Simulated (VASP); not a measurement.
# GaP (F-43m) in VASP: elastic constants with PBE

Aim: the elastic constants of GaP with PBE.

Everything below comes from runs of VASP 6.6.1. Logs are shortened: lines on timing, memory, paths and dates and some standing lists are left out, and cuts for length are marked.

## (1) The cell of the first run

The structure is cubic, space group F-43m (No. 216). Conventional cell: a = 5.451 Å, b = 5.451 Å, c = 5.451 Å, α = 90.00°, β = 90.00°, γ = 90.00°. Ga (site symmetry -43m) has 4 P at 2.36 Å within 3.1 Å. P (site symmetry -43m) has 4 Ga at 2.36 Å within 3.1 Å.

## (2) Elastic constants, PBE

INCAR reads:

```
SYSTEM = GaP
PREC = Accurate
ENCUT = 500
EDIFF = 1E-8
ISMEAR = 0
SIGMA = 0.01
LREAL = .FALSE.
LASPH = .TRUE.
NELM = 120
ALGO = Normal
ISIF = 3
LWAVE = .FALSE.
LCHARG = .TRUE.
GGA = PE
IBRION = 6
NFREE = 2
POTIM = 0.015
NSW = 1
GGA_COMPAT = .FALSE.
```

KPOINTS reads:

```
Automatic mesh
0
G
  8 8 8
  0 0 0
```

POSCAR reads:

```
GaP
1.0
    3.8540860000      0.0000000000      0.0000000000
    1.9270430000      3.3377363844      0.0000000000
    1.9270430000      1.1125787948      3.1468480416
Ga P
1 1
Direct
    0.0000000000      0.0000000000      0.0000000000
    0.2500000000      0.2500000000      0.2500000000
```

Potentials or basis: VASP PAW PBE potentials, release 64 (Ga_d, P).

Started as:

```sh
cat potpaw_PBE.64/Ga_d/POTCAR potpaw_PBE.64/P/POTCAR > POTCAR
mpirun -np 1 vasp_std > vasp.out
```

OUTCAR:

```text
SYSTEM = GaP
   PREC = Accurate
   ENCUT = 500
   EDIFF = 1E-8
   ISMEAR = 0
   LREAL = .FALSE.
   LASPH = .TRUE.
   NELM = 120
   ISIF = 3
   GGA = PE
   IBRION = 6
   NFREE = 2
   POTIM = 0.015
   NSW = 1

 ion  position               nearest neighbor table
   1  0.000  0.000  0.000-   2 2.36   2 2.36   2 2.36   2 2.36
   2  0.250  0.250  0.250-   1 2.36   1 2.36   1 2.36   1 2.36

  LATTYP: Found a face centered cubic cell.
 ALAT       =     5.4505006918

  Lattice vectors:

 A1 = (   3.8540860000,   0.0000000000,   0.0000000000)
 A2 = (   1.9270430000,   3.3377363844,   0.0000000000)
 A3 = (   1.9270430000,   1.1125787948,   3.1468480416)

Analysis of symmetry for initial positions (statically):
=====================================================================
 Subroutine PRICEL returns:
 Original cell was already a primitive cell.

 Routine SETGRP: Setting up the symmetry group for a
 face centered cubic supercell.

 Subroutine GETGRP returns: Found 24 space group operations
 (whereof 24 operations were pure point group operations)
 out of a pool of 48 trial point group operations.

The static configuration has the point symmetry T_d .

Analysis of symmetry for dynamics (positions and initial velocities):
=====================================================================
 Subroutine PRICEL returns:
 Original cell was already a primitive cell.

 Routine SETGRP: Setting up the symmetry group for a
 face centered cubic supercell.

 Subroutine GETGRP returns: Found 24 space group operations
 (whereof 24 operations were pure point group operations)
 out of a pool of 48 trial point group operations.

The dynamic configuration has the point symmetry T_d .

 Subroutine INISYM returns: Found 24 space group operations
 (whereof 24 operations are pure point group operations),
 and found     1 'primitive' translations

----------------------------------------------------------------------------------------

                                     Primitive cell

  volume of cell :      40.4808

  direct lattice vectors                    reciprocal lattice vectors
     3.854086000  0.000000000  0.000000000     0.259464890 -0.149802124 -0.105926098
     1.927043000  3.337736384  0.000000000     0.000000000  0.299604248 -0.105926098
     1.927043000  1.112578795  3.146848042     0.000000000  0.000000000  0.317778293

  length of vectors
     3.854086000  3.854086000  3.854086000     0.317778293  0.317778293  0.317778293

  position of ions in fractional coordinates (direct lattice)
     0.000000000  0.000000000  0.000000000
     0.250000000  0.250000000  0.250000000

  ion indices of the primitive-cell ions
   primitive index   ion index
                 1           1
                 2           2

----------------------------------------------------------------------------------------

 KPOINTS: Automatic mesh

Automatic generation of k-mesh.
 Grid dimensions read from file:
 generate k-points for:    8    8    8

 Generating k-lattice:

  Cartesian coordinates                     Fractional coordinates (reciprocal lattice)
     0.032433111 -0.018725266 -0.013240762     0.125000000  0.000000000  0.000000000
[... 112 lines left out ...]
  FORCE on cell =-STRESS in cart. coord.  units (eV):
  Direction    XX          YY          ZZ          XY          YZ          ZX
  --------------------------------------------------------------------------------------
  -------------------------------------------------------------------------------------
  Total        0.6235321      0.6235321      0.6235321     -0.0000000     -0.0000000     -0.0000000
  in kB       24.6785819     24.6785819     24.6785819     -0.0000000     -0.0000000     -0.0000000
  external PRESSURE =      24.6785819 kB  Pullay stress =       0.0000000 kB
[... 89 lines left out ...]
  FREE ENERGIE OF THE ION-ELECTRON SYSTEM (eV)
  ---------------------------------------------------
  free  energy   TOTEN  =        -9.1010296539 eV

  energy  without entropy=       -9.1010296539  energy(sigma->0) =       -9.10102965

[... ionic steps 4 to 14 ...]

--------------------------------------- Ionic step       15  -------------------------------------------

 number of electron      18.0000009 magnetization

------------------------ aborting loop because EDIFF is reached ----------------------------------------
[... 67 lines left out ...]
--------------------------------------- Ionic step       17  -------------------------------------------

 number of electron      18.0000016 magnetization

 Free energy of the ion-electron system (eV)
  ---------------------------------------------------
  ext. energy  EPLUGINS =         0.00000000
  ---------------------------------------------------
  free energy    TOTEN  =        -9.11488536 eV

  energy without entropy =       -9.11488536  energy(sigma->0) =       -9.11488536

 E-fermi :   4.7668     XC(G=0):  -9.8328

 val. band max:        4.6972884640   @ k =   0.0000   0.0000   0.0000
 cond. band min:       6.2931877581   @ k =   0.3750   0.3750  -0.0000
 fundamental gap:      1.5958992941
 Fermi energy:         4.7667573774

 k-point     1 :       0.0000    0.0000    0.0000
  band No.  band energies     occupation
      1      -9.9014      2.00000
      2      -9.8992      2.00000
      3      -9.8975      2.00000
      4      -9.7996      2.00000
      5      -9.7996      2.00000
      6      -7.8392      2.00000
      7       4.6070      2.00000
      8       4.6528      2.00000
      9       4.6973      2.00000
     10       6.4789      0.00000
     11       8.5168      0.00000
     12       8.5412      0.00000
     13       8.5683      0.00000
[... 354 lines left out ...]
  band No.  band energies     occupation
      1      -9.9871      2.00000
      2      -9.8691      2.00000
      3      -9.8572      2.00000
      4      -9.8047      2.00000
      5      -9.7922      2.00000
      6      -5.3805      2.00000
      7      -1.7206      2.00000
      8       1.4375      2.00000
      9       2.7197      2.00000
     10       8.0878      0.00000
     11       8.9561      0.00000
     12      11.1012      0.00000
     13      12.5612      0.00000

 [... further k-points ...]

------------------------ aborting loop because EDIFF is reached ----------------------------------------

  FORCE on cell =-STRESS in cart. coord.  units (eV):
  Direction    XX          YY          ZZ          XY          YZ          ZX
  --------------------------------------------------------------------------------------
  -------------------------------------------------------------------------------------
  Total        0.6276133      0.6250667      0.6237998      0.0950131      0.0017917      0.0671844
  in kB       24.8401087     24.7393201     24.6891780      3.7604941      0.0709116      2.6590711
  external PRESSURE =      24.7562022 kB  Pullay stress =       0.0000000 kB
[... 17 lines left out ...]
  FREE ENERGIE OF THE ION-ELECTRON SYSTEM (eV)
  ---------------------------------------------------
  free  energy   TOTEN  =        -9.1148853595 eV

  energy  without entropy=       -9.1148853595  energy(sigma->0) =       -9.11488536

 INTERNAL STRAIN TENSORS FROM STRAINED CELLS
 ============================================

 INTERNAL STRAIN TENSOR FOR ION    1 for displacements in x,y,z  (eV/Angst):
          X           Y           Z          XY          YZ          ZX
  --------------------------------------------------------------------------------
  x    -0.00000    -0.00000    -0.00000     6.33925    -0.00000     4.48578
  y     6.35732    -6.37223    -0.00000    -0.00004     4.48106    -0.00039
  z     4.49530     4.50076    -9.01819     0.00006     0.00231     0.00010

 INTERNAL STRAIN TENSORS FROM DISPLACED ATOMS
 ============================================

 INTERNAL STRAIN TENSOR FOR ION    1 for displacements in x,y,z  (eV/Angst):
          X           Y           Z          XY          YZ          ZX
  --------------------------------------------------------------------------------
  x    -0.00000     0.00000     0.00000     6.34371    -0.00000     4.48568
  y     6.34371    -6.34371    -0.00000     0.00000     4.48568    -0.00000
  z     4.48568     4.48568    -8.97137    -0.00000    -0.00000     0.00000

 INTERNAL STRAIN TENSOR FOR ION    2 for displacements in x,y,z  (eV/Angst):
          X           Y           Z          XY          YZ          ZX
  --------------------------------------------------------------------------------
  x     0.00000     0.00000    -0.00000    -6.33572     0.00000    -4.48003
  y    -6.33572     6.33572     0.00000    -0.00000    -4.48003     0.00000
  z    -4.48003    -4.48003     8.96007     0.00000     0.00000    -0.00000

 Eigenvectors and eigenvalues of the dynamical matrix
 ----------------------------------------------------

   1 f  =   10.692295 THz    67.181673 2PiTHz  356.656583 cm-1    44.219761 meV
             X         Y         Z           dx          dy          dz
      0.000000  0.000000  0.000000     0.000015   -0.555220    0.000000
      1.927043  1.112579  0.786712    -0.000023    0.831703    0.000000
[... 21 lines left out ...]
   6 f/i=    0.007798 THz     0.048999 2PiTHz    0.260126 cm-1     0.032252 meV
             X         Y         Z           dx          dy          dz
      0.000000  0.000000  0.000000    -0.043065   -0.830588    0.000000
      1.927043  1.112579  0.786712    -0.028749   -0.554475    0.000000

--------------------------------------------------------------------------------------------------------

 ELASTIC MODULI CONTR FROM IONIC RELAXATION (kBar)
 Direction    XX          YY          ZZ          XY          YZ          ZX
 --------------------------------------------------------------------------------
 XX        -237.7012     79.2337    158.4675      0.0000   -112.0534      0.0000
 YY          79.2337   -237.7012    158.4675      0.0000    112.0534      0.0000
 ZZ         158.4675    158.4675   -316.9350     -0.0000     -0.0000      0.0000
 XY           0.0000      0.0000     -0.0000   -158.4675     -0.0000   -112.0534
 YZ        -112.0534    112.0534     -0.0000     -0.0000    -79.2337     -0.0000
 ZX           0.0000      0.0000      0.0000   -112.0534     -0.0000    -79.2337
 --------------------------------------------------------------------------------

 TOTAL ELASTIC MODULI (kBar)
 Direction    XX          YY          ZZ          XY          YZ          ZX
 --------------------------------------------------------------------------------
 XX        1650.8198    504.1018    402.1464     -0.0000    144.1867     -0.0000
 YY         504.1018   1650.8198    402.1464     -0.0000   -144.1867      0.0000
 ZZ         402.1464    402.1464   1752.7752     -0.0000      0.0000     -0.0000
 XY          -0.0000     -0.0000     -0.0000    573.3590     -0.0000    144.1867
 YZ         144.1867   -144.1867      0.0000     -0.0000    471.4037     -0.0000
 ZX          -0.0000      0.0000     -0.0000    144.1867     -0.0000    471.4037
 --------------------------------------------------------------------------------
```

It took 9.8 min on 1 thread of Intel Xeon Platinum 8375C at 2.90GHz (Ice Lake), shared host; peak memory 0.38 GiB.

What came out:

| Property | Result |
| --- | --- |
| Voigt bulk modulus | 85 GPa |
| Highest phonon frequency at Γ, LO-TO splitting left out | 357 cm⁻¹ |

Phonon frequencies in cm⁻¹ (negative: imaginary):
```
              q point        frequencies
(0.000, 0.000, 0.000)  0 0 0 357 357 357
```

Elastic tensor in Voigt notation (GPa, in the Cartesian axes of the cell as first typed):
```
165  50  40  14   0   0
 50 165  40 -14   0   0
 40  40 175   0   0   0
 14 -14   0  47   0   0
  0   0   0   0  47  14
  0   0   0   0  14  57
```

Clamped-ion elastic tensor (GPa):
```
189  42  24  26   0   0
 42 189  24 -26   0   0
 24  24 207   0   0   0
 26 -26   0  55   0   0
  0   0   0   0  55  26
  0   0   0   0  26  73
```

Caveat: the cell is under stress, which shifts elastic constants.
